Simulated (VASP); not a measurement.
# YMg2O2 (I4/mmm) in VASP: a series of runs

The runs below take YMg2O2 through single point, with PBE.

Program: VASP 6.6.1. These are calculated values, not measurements. Logs are shortened: lines on timing, memory, paths and dates and some standing lists are left out, and cuts for length are marked.

### Step 1. The cell of the first run

It takes space group I4/mmm (No. 139, tetragonal). The conventional cell has a = 5.442 Å, b = 5.442 Å, c = 5.182 Å, α = 90.00°, β = 90.00°, γ = 90.00°. Y (site symmetry 4/mmm) has 2 O at 1.93 Å within 2.6 Å. Within 3.4 Å of Mg (site symmetry mmm) lie 2 Mg at 2.59 Å and 2 Y at 2.72 Å and 8 O at 2.80 to 3.34 Å. Within 1.8 Å of O (site symmetry 4mm) lie 1 O at 1.32 Å.

The cell was generated, and may not be a known phase.

### Step 2. Single point, PBE

INCAR reads:

```
SYSTEM = YMg2O2
PREC = Accurate ; ENCUT = 840
EDIFF = 1E-6 ; ISMEAR = 0
SIGMA = 0.1 ; LREAL = .FALSE.
LASPH = .TRUE. ; NELM = 120
ALGO = Normal ; ISIF = 2
LWAVE = .FALSE. ; LCHARG = .FALSE.
GGA = PE ; NBANDS = 30
GGA_COMPAT = .FALSE.
```

KPOINTS reads:

```
regular mesh
0
G
  4 4 4
  0 0 0
```

POSCAR reads:

```
YMg2O2
1.0
   -2.7211163800      2.7211163800      2.5910170900
    2.7211163800     -2.7211163800      2.5910170900
    2.7211163800      2.7211163800     -2.5910170900
Y Mg O
1 2 2
Direct
    0.5000000000      0.5000000000      0.0000000000
    0.5000000000      0.0000000000      0.5000000000
    0.0000000000      0.5000000000      0.5000000000
    0.8722972600      0.8722972600      0.0000000000
    0.1277027400      0.1277027400      0.0000000000
```

Potentials or basis: VASP PAW PBE potentials, release 64 (Y_sv, Mg_sv, O).

Started as:

```bash
$ cat potpaw_PBE.64/Y_sv/POTCAR potpaw_PBE.64/Mg_sv/POTCAR potpaw_PBE.64/O/POTCAR > POTCAR
$ mpirun -np 1 vasp_std > vasp.out
```

OUTCAR:

```text
SYSTEM = YMg2O2
   PREC = Accurate
   ENCUT = 840
   EDIFF = 1E-6
   ISMEAR = 0
   LREAL = .FALSE.
   LASPH = .TRUE.
   NELM = 120
   ISIF = 2
   GGA = PE

 ion  position               nearest neighbor table
   1  0.500  0.500  0.000-   4 1.93   5 1.93   2 2.72   3 2.72   2 2.72   3 2.72
   2  0.500  0.000  0.500-   1 2.72   1 2.72
   3  0.000  0.500  0.500-   1 2.72   1 2.72
   4  0.872  0.872  0.000-   5 1.32   1 1.93
   5  0.128  0.128  0.000-   4 1.32   1 1.93

  LATTYP: Found a body centered tetragonal cell.
 ALAT       =     5.4422327600
 C/A-ratio  =     0.9521890019

  Lattice vectors:

 A1 = (  -2.7211163800,   2.7211163800,   2.5910170900)
 A2 = (   2.7211163800,  -2.7211163800,   2.5910170900)
 A3 = (   2.7211163800,   2.7211163800,  -2.5910170900)

Analysis of symmetry for initial positions (statically):
=====================================================================
 Subroutine PRICEL returns:
 Original cell was already a primitive cell.

 Routine SETGRP: Setting up the symmetry group for a
 body centered tetragonal supercell.

 Subroutine GETGRP returns: Found 16 space group operations
 (whereof 16 operations were pure point group operations)
 out of a pool of 16 trial point group operations.

The static configuration has the point symmetry D_4h.

Analysis of symmetry for dynamics (positions and initial velocities):
=====================================================================
 Subroutine PRICEL returns:
 Original cell was already a primitive cell.

 Routine SETGRP: Setting up the symmetry group for a
 body centered tetragonal supercell.

 Subroutine GETGRP returns: Found 16 space group operations
 (whereof 16 operations were pure point group operations)
 out of a pool of 16 trial point group operations.

The dynamic configuration has the point symmetry D_4h.

 Subroutine INISYM returns: Found 16 space group operations
 (whereof 16 operations are pure point group operations),
 and found     1 'primitive' translations

----------------------------------------------------------------------------------------

                                     Primitive cell

  volume of cell :      76.7405

  direct lattice vectors                    reciprocal lattice vectors
    -2.721116380  2.721116380  2.591017090     0.000000000  0.183748113  0.192974412
     2.721116380 -2.721116380  2.591017090     0.183748113  0.000000000  0.192974412
[... 79 lines left out ...]
   EDIFF  = 0.1E-05   stopping-criterion for ELM
   LREAL  =      F    real-space projection
   EDIFFG = 0.1E-04   stopping-criterion for IOM
   NSW    =      0    number of steps for IOM
   IBRION =     -1    ionic relax: 0-MD 1-quasi-New 2-CG
   NFREE  =      0    steps in history (QN), initial steepest desc. (CG)
   ISIF   =      2    stress and relaxation
   ISYM   =      2    0-nonsym 1-usesym 2-fastsym
   POTIM  = 0.5000    time-step for ionic-motion
   TEBEG  =    0.0;   TEEND  =   0.0 temperature during run
   PSTRESS=    0.0 pullay stress
   NELECT =      43.0000    total number of electrons
   NUPDOWN=      -1.0000    fix difference up-down
   EMIN   =  10.00;   EMAX   =-10.00  energy-range for DOS
   EFERMI =   0.00;   METHOD = LEGACY
   ISMEAR =     0;   SIGMA  =   0.10  broadening in eV -4-tet -1-fermi 0-gaus
   EFERMI_NEDOS =   21; number of points for ismear=-14 and -15
   IALGO  =     38    algorithm
   IMIX   =      4    mixing-type and parameters
     AMIX     =   0.40;   BMIX     =  1.00
     AMIX_MAG =   1.60;   BMIX_MAG =  1.00
  volume/ion in A,a.u.               =      15.35       103.57
  Fermi-wavevector in a.u.,A,eV,Ry     =   1.349655  2.550478 24.783951  1.821569
  Thomas-Fermi vector in A             =   2.477224
   LORBIT       =      0    0 simple, 1 ext, 2 COOP (PROOUT), +10 PAW based schemes
   GGA     = PE    functional components
   LHFCALC =     F    Hartree Fock is set to
   AEXX    =    0.0000 exact exchange contribution
   IVDW    =     0    specifies the selected vdW correction
   LEPSILON=     F    determine dielectric tensor
   LRPA    =     F    only Hartree local field effects (RPA)
 non-spin polarized calculation
 Gauss-broadening in eV      SIGMA  =   0.10
  energy-cutoff  :      840.00
  volume of cell :       76.74
 maximum number of plane-waves:      4276
 NGX is ok and might be reduce to    48
   NGX = 21   NGY = 21   NGZ = 21

 number of electron      42.9999994 magnetization

 Free energy of the ion-electron system (eV)
  ---------------------------------------------------
  ext. energy  EPLUGINS =         0.00000000
  ---------------------------------------------------
  free energy    TOTEN  =       -18.23733478 eV

  energy without entropy =      -18.22101250  energy(sigma->0) =      -18.22917364

 E-fermi :   4.6025     XC(G=0): -10.1082

 val. band max:        4.5992473281   @ k =   0.2500  -0.0000   0.0000
 cond. band min:       4.6504171600   @ k =   0.2500   0.2500   0.0000
 fundamental gap:      0.0511698319
 Fermi energy:         4.6025119565

 k-point     1 :       0.0000    0.0000    0.0000
  band No.  band energies     occupation
      1     -71.7520      2.00000
      2     -71.7361      2.00000
      3     -38.5553      2.00000
      4     -38.5552      2.00000
      5     -38.5552      2.00000
      6     -38.4956      2.00000
[... 418 lines left out ...]
     29      10.3976      0.00000
     30      10.7473      0.00000

------------------------ aborting loop because EDIFF is reached ----------------------------------------

  FORCE on cell =-STRESS in cart. coord.  units (eV):
  Direction    XX          YY          ZZ          XY          YZ          ZX
  --------------------------------------------------------------------------------------
  -------------------------------------------------------------------------------------
  Total       11.3854266     11.3854266     22.0761921      0.0000000      0.0000000      0.0000000
  in kB      237.7033963    237.7033963    460.9037540      0.0000000      0.0000000      0.0000000
  external PRESSURE =     312.1035155 kB  Pullay stress =       0.0000000 kB

 VOLUME and BASIS-vectors are now :
 -----------------------------------------------------------------------------
  energy-cutoff  :      840.00
  volume of cell :       76.74
      direct lattice vectors                 reciprocal lattice vectors
    -2.721116380  2.721116380  2.591017090     0.000000000  0.183748113  0.192974412
     2.721116380 -2.721116380  2.591017090     0.183748113  0.000000000  0.192974412
     2.721116380  2.721116380 -2.591017090     0.183748113  0.183748113  0.000000000

 POSITION                                       TOTAL-FORCE (eV/Angst)
 -----------------------------------------------------------------------------------
      0.00000      0.00000      2.59102         0.000000      0.000000     -0.000000
      0.00000      2.72112      0.00000         0.000000      0.000000     -0.000000
      2.72112      0.00000      0.00000         0.000000      0.000000     -0.000000
      0.00000      0.00000      4.52027         0.000000      0.000000      0.625271
      0.00000      0.00000      0.66176        -0.000000     -0.000000     -0.625271
 -----------------------------------------------------------------------------------
    total drift:                               -0.000000     -0.000000      0.000000

  FREE ENERGIE OF THE ION-ELECTRON SYSTEM (eV)
  ---------------------------------------------------
  free  energy   TOTEN  =       -18.2373347837 eV

  energy  without entropy=      -18.2210124965  energy(sigma->0) =      -18.22917364
```

OSZICAR:

```text
N       E                     dE             d eps       ncg     rms          rms(c)
DAV:   1     0.505342853900E+03    0.50534E+03   -0.32677E+04   788   0.213E+03
DAV:   2     0.318133976028E+02   -0.47353E+03   -0.45804E+03   876   0.558E+02
DAV:   3    -0.148358208128E+02   -0.46649E+02   -0.45610E+02  1386   0.128E+02
DAV:   4    -0.200190767958E+02   -0.51833E+01   -0.51458E+01  1084   0.376E+01
DAV:   5    -0.203595363355E+02   -0.34046E+00   -0.34041E+00  1088   0.715E+00    0.479E+01
DAV:   6    -0.184227945635E+02    0.19367E+01   -0.86649E+00   816   0.135E+01    0.341E+01
DAV:   7    -0.182744886926E+02    0.14831E+00   -0.13979E+00   846   0.666E+00    0.108E+01
DAV:   8    -0.182412685873E+02    0.33220E-01   -0.38017E-01   960   0.297E+00    0.980E-01
DAV:   9    -0.182373402942E+02    0.39283E-02   -0.34264E-02   896   0.104E+00    0.302E-01
DAV:  10    -0.182374009957E+02   -0.60702E-04   -0.21713E-03   978   0.276E-01    0.205E-01
DAV:  11    -0.182373412381E+02    0.59758E-04   -0.44660E-04  1032   0.121E-01    0.604E-02
DAV:  12    -0.182373354451E+02    0.57930E-05   -0.92142E-05  1048   0.561E-02    0.183E-02
DAV:  13    -0.182373350148E+02    0.43037E-06   -0.10099E-05   798   0.196E-02    0.908E-03
DAV:  14    -0.182373347837E+02    0.23103E-06   -0.93497E-07   628   0.689E-03
   1 F= -.18237335E+02 E0= -.18229174E+02  d E =-.163223E-01
```

It took 64 s on 1 thread of Intel Xeon Platinum 8259CL at 2.50GHz (Skylake/Cascade Lake), shared host; peak memory 0.37 GiB.

Results:

```yaml
Free_energy: -18.2373 eV
Pressure: 31.2 GPa
Largest_force: 0.625 eV/Å
Band_gap_on_the_k_mesh: zero (an odd number of electrons rules out a gap without spin polarisation)
```

Forces in eV/Å, atoms in the order of the input:
```
Y    0.000  0.000  0.000
Mg   0.000  0.000  0.000
Mg   0.000  0.000  0.000
O    0.000  0.000  0.625
O    0.000  0.000 -0.625
```

Caveat: the k points lie up to 0.42 Å⁻¹ apart, too coarse for converged energies and pressures of a metal.

(Part 1 of 2 ends here.)

The gap in the log of VASP goes by the Fermi energy; the results here count the filled bands.